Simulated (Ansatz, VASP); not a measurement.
One calculation of CuI, two programs

The input INCAR:

```
  ALGO = Normal
  DIPOL = 0.5 0.5 0.500
  EDIFF = 1E-7
  EDIFFG = -0.02
  ENCUT = 520
  GGA = PE
  GGA_COMPAT = False
  IBRION = 2
  IDIPOL = 3
  ISIF = 2
  ISMEAR = 0
  KPAR = 4
  LASPH = True
  LCHARG = False
  LDIPOL = True
  LREAL = False
  LWAVE = False
  NELM = 120
  NELMDL = -8
  NELMIN = 4
  NSW = 80
  PREC = Accurate
  SIGMA = 0.05
```

The input KPOINTS:

```
k-points
0
Gamma
  6 5 1
```

Contents of POSCAR:

```
CuI
1.0
    4.2977998327      0.0000000000      0.0000000000
    0.0000000000      6.0780068118      0.0000000000
    0.0000000000      0.0000000000     19.2977998327
Cu I
3 3
Direct
    0.0000000000      0.7500000000      0.3886453412
    0.5000000000      0.2500000000      0.5000000000
    0.0000000000      0.7500000000      0.6113546588
    0.5000000000      0.5000000000      0.3886453412
    0.0000000000      0.0000000000      0.5000000000
    0.5000000000      0.5000000000      0.6113546588
```

Input for Ansatz:

```yaml
crystal:
  lattice:
    - [4.2977998327, 0.0, 0.0]
    - [0.0, 6.0780068118, 0.0]
    - [0.0, 0.0, 19.2977998327]
  atoms:
    - { symbol: Cu, position: [0.0, 0.75, 0.3886453412] }
    - { symbol: I, position: [0.5, 0.5, 0.3886453412] }
    - { symbol: Cu, position: [0.5, 0.25, 0.5] }
    - { symbol: I, position: [0.0, 0.0, 0.5] }
    - { symbol: Cu, position: [0.0, 0.75, 0.6113546588] }
    - { symbol: I, position: [0.5, 0.5, 0.6113546588] }
basis:
  ecutwfc: 420
kpoints:
  mp_grid: { grid: [6, 5, 1] }
hamiltonian:
  xc: pbe
scf:
  occupations: { method: gaussian, width: 0.05 }
output:
  forces: true
  eigenvalues: true
  write_density: true
  write_potential: true
  elf: true
  volumetric_format: npy
relax:
  adjacent_minimum: "off"
  f_tol: 0.02
  max_steps: 60
efield:
  axis: 3
  dipole_correction: true
```

Alike in both runs: task relaxation of the atoms; functional PBE; k mesh 6 × 5 × 1; occupations gaussian, width 0.05 eV; no spin polarisation.

|  | VASP | Ansatz |
| --- | --- | --- |
| version | VASP 6.6.1 | Ansatz 0.2.0 |
| potentials or method | VASP PAW PBE potentials, release 64 (Cu, I), cutoff 520 eV | scalar-relativistic, plane waves, PAW |
| valence electrons in the cell | 54 | 108 |

|  | VASP | Ansatz | Ansatz less VASP |
| --- | --- | --- | --- |
| gap on the k mesh at the Fermi level, each at its own relaxed structure (eV) | 1.18 | 1.11 | -0.070 |

VASP's potentials hold 54 valence electrons a cell and Ansatz's 108, so a difference there can come from the potentials and not from the codes. Ansatz's warnings: xc potential rough in thin density.

Spin-orbit coupling is off throughout.
